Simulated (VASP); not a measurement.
GaCo:

```
CELL_PARAMETERS angstrom
2.87800 0.00000 0.00000
0.00000 2.87800 0.00000
0.00000 0.00000 2.87800
ATOMIC_POSITIONS crystal
Ga 0.50000 0.50000 0.50000
Co 0.00000 0.00000 0.00000
```

- Program: VASP 6.6.1
- Task: relaxation of cell and atoms
- Functional: revPBE
- Potentials or basis: VASP PAW PBE potentials, release 64 (Ga_d, Co)
- Cutoff: 600 eV
- k mesh: 9 × 9 × 9
- Occupations: methfessel-paxton, width 0.2 eV
- Spin: collinear spin, ferromagnetic start
- Starting moments: [0.0, 0.43] μB
- Hubbard terms: Co d U = 3.5 eV

At the start: pressure 5.7 GPa; volume 11.92 Å³/atom.

**Question.** Where does the relaxation end?

**Answer.** Over 8 steps the energy falls by 27.9 meV/atom and the volume is 13.71 Å³/atom (+15.0 %); space group Pm-3m (No. 221, to 0.1 Å) before and after; moment 1.48 μB per cell.

Step by step:
```csv
step,energy change (eV),largest force (eV/Å),pressure (GPa),volume (Å³)
1,0.0000,0.0000,5.70,23.84
2,-0.0409,0.0000,4.75,25.33
3,-0.0125,0.0000,-3.38,30.18
4,-0.0537,0.0000,-1.43,27.89
5,-0.0537,0.0000,0.69,26.82
6,-0.0552,0.0000,0.61,27.16
7,-0.0557,0.0000,-0.23,27.52
8,-0.0557,0.0000,-0.03,27.42
```

Final structure:
```yaml
crystal:
  lattice:
    - [3.01545, 0.00000, 0.00000]
    - [0.00000, 3.01545, 0.00000]
    - [0.00000, 0.00000, 3.01545]
  atoms:
    - { symbol: Ga, position: [0.50000, 0.50000, 0.50000] }
    - { symbol: Co, position: [0.00000, 0.00000, 0.00000] }
```

Caveat: the volume moved by over 15 % at a fixed basis, so the end points are rough; the PAW data sets were made with another functional, which shifts forces and pressure a little; the U is typed as a test and isn't derived for this compound.
